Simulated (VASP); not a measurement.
# Si (a cell with a defect) in VASP: single point with PBEsol

Aim: the single point of Si (a cell with a defect) with PBEsol.

All numbers are computed with VASP 6.6.1; they aren't measurements. Logs are shortened: lines on timing, memory, paths and dates and some standing lists are left out, and cuts for length are marked.

### 1 The cell of the first run

The cell holds a defect, 17 atoms: a = 7.679 Å, b = 7.679 Å, c = 7.679 Å, α = 60.00°, β = 60.00°, γ = 60.00°.

### 2 Single point, PBEsol

INCAR

```
SYSTEM = Si
PREC = Accurate ; ENCUT = 520
EDIFF = 1E-6 ; ISMEAR = -1
SIGMA = 0.05 ; LREAL = Auto
LASPH = .TRUE. ; NELM = 100
ALGO = Normal ; ISIF = 2
LWAVE = .FALSE. ; LCHARG = .TRUE.
GGA = PS ; LELF = .TRUE.
LVHAR = .TRUE. ; NBANDS = 48
```

KPOINTS

```
Automatic mesh
0
G
  2 2 2
  0 0 0
```

POSCAR

```
Si
1.0
    0.0000000000      5.4300000000      5.4300000000
    5.4300000000      0.0000000000      5.4300000000
    5.4300000000      5.4300000000      0.0000000000
Si
17
Direct
   -0.0015441068     -0.0022004604     -0.0108835175
    0.1461218232      0.1454352670      0.0625290055
    0.0197673112      0.0193232965      0.4412824125
    0.1157114180      0.1152386740      0.6168920810
   -0.0015429098      0.5141996317     -0.0109141805
    0.1105930939      0.6262895948      0.1363715470
   -0.0270138122      0.5090677716      0.5085530387
    0.1157022099      0.6518320442      0.6169103131
    0.5148162983     -0.0022011971     -0.0108704420
    0.6269475138      0.1099762431      0.1363285451
    0.5095296501     -0.0274907919      0.5085788214
    0.6523061694      0.1152407919      0.6168860958
    0.4793489871      0.4786622468      0.0628480663
    0.6269460405      0.6262900552      0.1363613260
    0.5095367403      0.5090639963      0.5085606814
    0.6054898711      0.6050432781      0.6841169429
    0.3125802026      0.3121768877      0.5627916206
```

Potentials or basis: VASP PAW PBE potentials, release 64 (Si).

Launch:

```
$ cat potpaw_PBE.64/Si/POTCAR > POTCAR
$ mpirun -np 1 vasp_std > vasp.out
```

OUTCAR:

```text
SYSTEM = Si
   PREC = Accurate
   ENCUT = 520
   EDIFF = 1E-6
   ISMEAR = -1
   LREAL = Auto
   LASPH = .TRUE.
   NELM = 100
   ISIF = 2
   GGA = PS

 ion  position               nearest neighbor table
   1  0.998  0.998  0.989-  10 2.33   6 2.33   2 2.34   4 2.34
   2  0.146  0.145  0.063-   9 2.34   1 2.34   5 2.34   3 2.37  17 3.13
   3  0.020  0.019  0.441-  12 2.33   4 2.33   8 2.33   2 2.37
   4  0.116  0.115  0.617-   3 2.33   1 2.34  17 2.40  11 2.47   7 2.47
   5  0.998  0.514  0.989-  14 2.33   6 2.33   8 2.34   2 2.34
   6  0.111  0.626  0.136-   1 2.33   5 2.33   7 2.34  13 2.34
   7  0.973  0.509  0.509-  16 2.33   6 2.34  17 2.40   4 2.47   8 2.47
   8  0.116  0.652  0.617-   3 2.33   5 2.34  17 2.40  15 2.47   7 2.47
   9  0.515  0.998  0.989-  10 2.33  14 2.33   2 2.34  12 2.34
  10  0.627  0.110  0.136-   9 2.33   1 2.33  13 2.33  11 2.34
  11  0.510  0.973  0.509-  16 2.33  10 2.34  17 2.40  12 2.47   4 2.47
  12  0.652  0.115  0.617-   3 2.33   9 2.34  17 2.40  11 2.47  15 2.47
  13  0.479  0.479  0.063-  10 2.33  14 2.34   6 2.34  16 2.37  17 3.13
  14  0.627  0.626  0.136-   9 2.33   5 2.33  13 2.34  15 2.34
  15  0.510  0.509  0.509-  16 2.33  14 2.34  17 2.40  12 2.47   8 2.47
  16  0.605  0.605  0.684-  11 2.33  15 2.33   7 2.33  13 2.37
  17  0.313  0.312  0.563-   7 2.40   8 2.40  15 2.40   4 2.40  11 2.40  12 2.40   2 3.13  13 3.13

  LATTYP: Found a face centered cubic cell.
 ALAT       =    10.8600000000

  Lattice vectors:

 A1 = (   0.0000000000,   5.4300000000,   5.4300000000)
 A2 = (   5.4300000000,   0.0000000000,   5.4300000000)
 A3 = (   5.4300000000,   5.4300000000,   0.0000000000)

Analysis of symmetry for initial positions (statically):
=====================================================================
 Subroutine PRICEL returns:
 Original cell was already a primitive cell.

 Routine SETGRP: Setting up the symmetry group for a
 face centered cubic supercell.

 Subroutine GETGRP returns: Found  1 space group operations
 (whereof  1 operations were pure point group operations)
 out of a pool of 48 trial point group operations.

The static configuration has the point symmetry C_1 .

Analysis of symmetry for dynamics (positions and initial velocities):
=====================================================================
 Subroutine PRICEL returns:
 Original cell was already a primitive cell.

 Routine SETGRP: Setting up the symmetry group for a
 face centered cubic supercell.

 Subroutine GETGRP returns: Found  1 space group operations
 (whereof  1 operations were pure point group operations)
 out of a pool of 48 trial point group operations.

The dynamic configuration has the point symmetry C_1 .

 Subroutine INISYM returns: Found  1 space group operations
 (whereof  1 operations are pure point group operations),
 and found     1 'primitive' translations

----------------------------------------------------------------------------------------

                                     Primitive cell

  volume of cell :     320.2060

  direct lattice vectors                    reciprocal lattice vectors
     0.000000000  5.430000000  5.430000000    -0.092081031  0.092081031  0.092081031
     5.430000000  0.000000000  5.430000000     0.092081031 -0.092081031  0.092081031
     5.430000000  5.430000000  0.000000000     0.092081031  0.092081031 -0.092081031

  length of vectors
     7.679179644  7.679179644  7.679179644     0.159489025  0.159489025  0.159489025

  position of ions in fractional coordinates (direct lattice)
     0.998455893  0.997799540  0.989116483
     0.146121823  0.145435267  0.062529005
     0.019767311  0.019323296  0.441282413
     0.115711418  0.115238674  0.616892081
     0.998457090  0.514199632  0.989085819
     0.110593094  0.626289595  0.136371547
[... 9 lines left out ...]
     0.605489871  0.605043278  0.684116943
     0.312580203  0.312176888  0.562791621

  ion indices of the primitive-cell ions
   primitive index   ion index
                 1           1
                 2           2
                 3           3
                 4           4
                 5           5
                 6           6
[... 9 lines left out ...]
                16          16
                17          17

----------------------------------------------------------------------------------------

 KPOINTS: Automatic mesh

Automatic generation of k-mesh.
 Grid dimensions read from file:
 generate k-points for:    2    2    2

 Generating k-lattice:

  Cartesian coordinates                     Fractional coordinates (reciprocal lattice)
    -0.046040516  0.046040516  0.046040516     0.500000000  0.000000000  0.000000000
     0.046040516 -0.046040516  0.046040516     0.000000000  0.500000000  0.000000000
     0.046040516  0.046040516 -0.046040516     0.000000000  0.000000000  0.500000000

  Length of vectors
     0.079744512  0.079744512  0.079744512

  Shift w.r.t. Gamma in fractional coordinates (k-lattice)
     0.000000000  0.000000000  0.000000000

 Subroutine IBZKPT returns following result:
 ===========================================

 Found      8 irreducible k-points:

 Following reciprocal coordinates:
            Coordinates               Weight
  0.000000  0.000000  0.000000      1.000000
  0.500000  0.000000  0.000000      1.000000
  0.000000  0.500000  0.000000      1.000000
  0.000000  0.000000  0.500000      1.000000
  0.500000  0.500000  0.500000      1.000000
  0.500000  0.500000  0.000000      1.000000
  0.000000  0.500000  0.500000      1.000000
  0.500000  0.000000  0.500000      1.000000
   k-points           NKPTS =      8   k-points in BZ     NKDIM =      8   number of bands    NBANDS=     48
   number of dos      NEDOS =    301   number of ions     NIONS =     17
   total plane-waves  NPLWV = 216000
   dimension x,y,z NGX =    60 NGY =   60 NGZ =   60
   dimension x,y,z NGXF=   120 NGYF=  120 NGZF=  120
   ions per type =              17
   NGX,Y,Z   is equivalent  to a cutoff of  12.99, 12.99, 12.99 a.u.
   NGXF,Y,Z  is equivalent  to a cutoff of  25.98, 25.98, 25.98 a.u.
 SYSTEM =  Si
   PREC   = accura    normal or accurate (medium, high low for compatibility)
   ISTART =      0    job   : 0-new  1-cont  2-samecut
   ICHARG =      2    charge: 1-file 2-atom 10-const
   ISPIN  =      1    spin polarized calculation?
   LNONCOLLINEAR =      F non collinear calculations
   LSORBIT =      F    spin-orbit coupling
   LASPH  =      T    aspherical Exc in radial PAW
   ENCUT  =  520.0 eV  38.22 Ry    6.18 a.u.  14.28 14.28 14.28*2*pi/ulx,y,z
   NELM   =    100;   NELMIN=  2; NELMDL= -5     # of ELM steps
   EDIFF  = 0.1E-05   stopping-criterion for ELM
   LREAL  =      T    real-space projection
   EDIFFG = 0.1E-04   stopping-criterion for IOM
   NSW    =      0    number of steps for IOM
[... 5 lines left out ...]
   TEBEG  =    0.0;   TEEND  =   0.0 temperature during run
   PSTRESS=    0.0 pullay stress
   NELECT =      68.0000    total number of electrons
   NUPDOWN=      -1.0000    fix difference up-down
   EMIN   =  10.00;   EMAX   =-10.00  energy-range for DOS
   EFERMI =   0.00;   METHOD = LEGACY
   ISMEAR =    -1;   SIGMA  =   0.05  broadening in eV -4-tet -1-fermi 0-gaus
   EFERMI_NEDOS =   21; number of points for ismear=-14 and -15
   IALGO  =     38    algorithm
   IMIX   =      4    mixing-type and parameters
     AMIX     =   0.40;   BMIX     =  1.00
     AMIX_MAG =   1.60;   BMIX_MAG =  1.00
  volume/ion in A,a.u.               =      18.84       127.11
  Fermi-wavevector in a.u.,A,eV,Ry     =   0.976715  1.845724 12.979587  0.953973
  Thomas-Fermi vector in A             =   2.107356
   LORBIT       =      0    0 simple, 1 ext, 2 COOP (PROOUT), +10 PAW based schemes
   GGA     = PS    functional components
   LHFCALC =     F    Hartree Fock is set to
   AEXX    =    0.0000 exact exchange contribution
   IVDW    =     0    specifies the selected vdW correction
   LEPSILON=     F    determine dielectric tensor
   LRPA    =     F    only Hartree local field effects (RPA)
 non-spin polarized calculation
  energy-cutoff  :      520.00
  volume of cell :      320.21
 maximum number of plane-waves:      8646
 NGX is ok and might be reduce to    60
   NGX = 29   NGY = 29   NGZ = 29

 number of electron      68.0000000 magnetization

 Free energy of the ion-electron system (eV)
  ---------------------------------------------------
  ext. energy  EPLUGINS =         0.00000000
  ---------------------------------------------------
  free energy    TOTEN  =       -93.64346675 eV

  energy without entropy =      -93.61205404  energy(sigma->0) =      -93.62776039

 E-fermi :   6.5651     XC(G=0):  -9.8249

 val. band max:        6.5486973573   @ k =   0.0000   0.0000   0.5000
 cond. band min:       6.6143116988   @ k =   0.0000   0.0000   0.0000
 fundamental gap:      0.0656143415
 Fermi energy:         6.5650604316

 k-point     1 :       0.0000    0.0000    0.0000
  band No.  band energies     occupation
      1      -6.2793      2.00000
      2      -3.9210      2.00000
      3      -3.6796      2.00000
      4      -3.6796      2.00000
      5      -3.4262      2.00000
      6      -2.5856      2.00000
[... 38 lines left out ...]
     45       8.6241      0.00000
     46       8.7565      0.00000

 k-point     2 :       0.5000    0.0000    0.0000
  band No.  band energies     occupation
      1      -5.8011      2.00000
      2      -5.0575      2.00000
      3      -3.6369      2.00000
      4      -3.4952      2.00000
      5      -3.2431      2.00000
      6      -3.0626      2.00000
[... 38 lines left out ...]
     45       9.4301      0.00000
     46      10.0232      0.00000

 k-point     3 :       0.0000    0.5000    0.0000
  band No.  band energies     occupation
      1      -5.8011      2.00000
      2      -5.0575      2.00000
      3      -3.6369      2.00000
      4      -3.4952      2.00000
      5      -3.2431      2.00000
      6      -3.0626      2.00000
[... 38 lines left out ...]
     45       9.4301      0.00000
     46      10.0227      0.00000

 k-point     4 :       0.0000    0.0000    0.5000
  band No.  band energies     occupation
      1      -5.8785      2.00000
      2      -4.9265      2.00000
      3      -3.4604      2.00000
      4      -3.4603      2.00000
      5      -3.4093      2.00000
      6      -3.0376      2.00000
[... 38 lines left out ...]
     45       9.7235      0.00000
     46      10.0445      0.00000

 k-point     5 :       0.5000    0.5000    0.5000
  band No.  band energies     occupation
      1      -5.8011      2.00000
      2      -5.0575      2.00000
      3      -3.6369      2.00000
      4      -3.4952      2.00000
      5      -3.2431      2.00000
      6      -3.0626      2.00000
[... 38 lines left out ...]
     45       9.4301      0.00000
     46      10.0226      0.00000

 k-point     6 :       0.5000    0.5000    0.0000
  band No.  band energies     occupation
      1      -5.6708      2.00000
      2      -4.7601      2.00000
      3      -4.1163      2.00000
      4      -3.9332      2.00000
      5      -3.8465      2.00000
      6      -3.6618      2.00000
[... 38 lines left out ...]
     45      10.2792      0.00000
     46      10.3383      0.00000

 k-point     7 :       0.0000    0.5000    0.5000
  band No.  band energies     occupation
      1      -5.6708      2.00000
      2      -4.7601      2.00000
      3      -4.1163      2.00000
      4      -3.9332      2.00000
      5      -3.8465      2.00000
      6      -3.6618      2.00000
[... 38 lines left out ...]
     45      10.2792      0.00000
     46      10.3383      0.00000

 k-point     8 :       0.5000    0.0000    0.5000
  band No.  band energies     occupation
      1      -5.6708      2.00000
      2      -4.7601      2.00000
      3      -4.1163      2.00000
      4      -3.9332      2.00000
      5      -3.8465      2.00000
      6      -3.6618      2.00000
[... 38 lines left out ...]
     45      10.2792      0.00000
     46      10.3383      0.00000
 [bands above 46 left out]

------------------------ aborting loop because EDIFF is reached ----------------------------------------

  FORCE on cell =-STRESS in cart. coord.  units (eV):
  Direction    XX          YY          ZZ          XY          YZ          ZX
  --------------------------------------------------------------------------------------
  -------------------------------------------------------------------------------------
  Total        5.2891979      5.2925769      5.2914498     -0.9123903      0.9065490      0.9118538
  in kB       26.4649402     26.4818471     26.4762078     -4.5652207      4.5359931      4.5625359
  external PRESSURE =      26.4743317 kB  Pullay stress =       0.0000000 kB

 VOLUME and BASIS-vectors are now :
 -----------------------------------------------------------------------------
  energy-cutoff  :      520.00
  volume of cell :      320.21
      direct lattice vectors                 reciprocal lattice vectors
     0.000000000  5.430000000  5.430000000    -0.092081031  0.092081031  0.092081031
     5.430000000  0.000000000  5.430000000     0.092081031 -0.092081031  0.092081031
     5.430000000  5.430000000  0.000000000     0.092081031  0.092081031 -0.092081031

 POSITION                                       TOTAL-FORCE (eV/Angst)
 -----------------------------------------------------------------------------------
     10.78895     10.79252     10.83967         0.009327      0.009082      0.000075
      1.12925      1.13297      1.58315        -0.000741     -0.005626      0.004064
      2.50109      2.50350      0.21226        -0.010902     -0.007974      0.008911
      3.97547      3.97804      1.25406        -0.001735     -0.000231     -0.006726
      8.16284     10.79236      8.21373         0.000384      0.011999     -0.011847
      4.14125      1.34102      4.00127        -0.009602      0.000034      0.010455
[... 9 lines left out ...]
      7.00014      7.00257      6.57320         0.007986      0.009443     -0.008850
      4.75108      4.75327      3.39243        -0.002272      0.000786      0.000099
 -----------------------------------------------------------------------------------
    total drift:                                0.000661     -0.001702     -0.001405

  FREE ENERGIE OF THE ION-ELECTRON SYSTEM (eV)
  ---------------------------------------------------
  free  energy   TOTEN  =       -93.6434667474 eV

  energy  without entropy=      -93.6120540380  energy(sigma->0) =      -93.62776039
```

Wall time 6.9 min (1 thread of Intel Xeon 8259CL, shared host); peak memory 0.47 GiB.

Results:

* Free energy: -93.6435 eV
* Pressure: 2.6 GPa
* Largest force: 0.017 eV/Å
* Band gap on the k mesh: 0.07 eV

Forces in eV/Å, atoms in the order of the input:
```
Si   0.009  0.009  0.000
Si  -0.001 -0.006  0.004
Si  -0.011 -0.008  0.009
Si  -0.002  0.000 -0.007
Si   0.000  0.012 -0.012
Si  -0.010  0.000  0.010
Si   0.001 -0.006 -0.002
Si   0.007 -0.003  0.004
Si   0.008 -0.001 -0.008
Si   0.000 -0.006  0.006
Si  -0.007 -0.002  0.002
Si   0.000  0.007  0.000
Si   0.006  0.001 -0.003
Si  -0.009 -0.009  0.000
Si   0.000  0.001  0.006
Si   0.008  0.009 -0.009
Si  -0.002  0.001  0.000
```

Levels at points of the mesh, in eV from the valence-band top:
```tsv
k point	band 31	band 32	band 33	band 34	band 35	band 36	band 37	band 38
(0.00, 0.00, 0.00)	-1.16	-0.53	-0.53	-0.34	0.07	0.07	0.37	0.37
(0.50, 0.00, 0.00)	-1.23	-1.19	-0.71	-0.21	0.39	0.72	1.03	1.20
(0.00, 0.50, 0.00)	-1.23	-1.19	-0.71	-0.21	0.39	0.72	1.03	1.20
(0.00, 0.00, 0.50)	-1.25	-1.09	-1.09	0.00	0.50	0.50	1.32	1.32
(0.50, 0.50, 0.50)	-1.23	-1.19	-0.71	-0.21	0.39	0.72	1.03	1.20
(0.50, 0.50, 0.00)	-1.70	-1.53	-0.30	-0.16	0.60	1.55	1.58	1.73
(0.00, 0.50, 0.50)	-1.70	-1.53	-0.30	-0.16	0.60	1.55	1.58	1.73
(0.50, 0.00, 0.50)	-1.70	-1.53	-0.30	-0.16	0.60	1.55	1.58	1.73
```

Caveat: the k points lie up to 0.50 Å⁻¹ apart; the PAW data sets were made with another functional, which shifts forces and pressure a little.
